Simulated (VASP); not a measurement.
A run of VASP 6.6.1:

The input INCAR:

```
ALGO     = Normal         # electronic algorithm
EDIFF    = 1E-6           # SCF threshold, eV
ENCUT    = 520            # plane-wave cutoff, eV
GGA      = PE             # functional
ISIF     = 2              # what is computed and relaxed
ISMEAR   = 0              # smearing method
LASPH    = T              # aspherical terms in the spheres
LCHARG   = F              # write CHGCAR
LREAL    = F              # projectors in reciprocal space
LWAVE    = F              # write WAVECAR
NBANDS   = 56             # bands
NELM     = 60             # most SCF steps
PREC     = Accurate       # precision mode
SIGMA    = 0.1            # smearing width, eV
```

Contents of KPOINTS:

```
k-points
0
Gamma
  4 4 4
```

Contents of POSCAR:

```
Zr7Cl
1.0
   -3.5537264628      3.5537264628      3.5537264628
    3.5537264628     -3.5537264628      3.5537264628
    3.5537264628      3.5537264628     -3.5537264628
Zr Cl
7 1
Direct
    0.0000000000      0.5000000000      0.5000000000
    0.5000000000      0.5000000000      0.0000000000
    0.5000000000      0.0000000000      0.5000000000
    0.0000000000      0.0000000000      0.5000000000
    0.0000000000      0.5000000000      0.0000000000
    0.5000000000      0.0000000000      0.0000000000
    0.5000000000      0.5000000000      0.5000000000
    0.0000000000      0.0000000000      0.0000000000
```

Potentials or basis: VASP PAW PBE potentials, release 64 (Zr_sv, Cl).

Run with:

```sh
$ cat potpaw_PBE.64/Zr_sv/POTCAR potpaw_PBE.64/Cl/POTCAR > POTCAR
$ mpirun -np 1 vasp_std > vasp.out
```

Hardware: 1 thread of Intel Xeon 8259CL (shared host).

Problem. Estimate the wall time of this run.

Solution. It took 3.5 min on 1 thread of Intel Xeon 8259CL, with other jobs on the host, peak memory 0.34 GiB. Counts: scf iterations 15, k points 8.
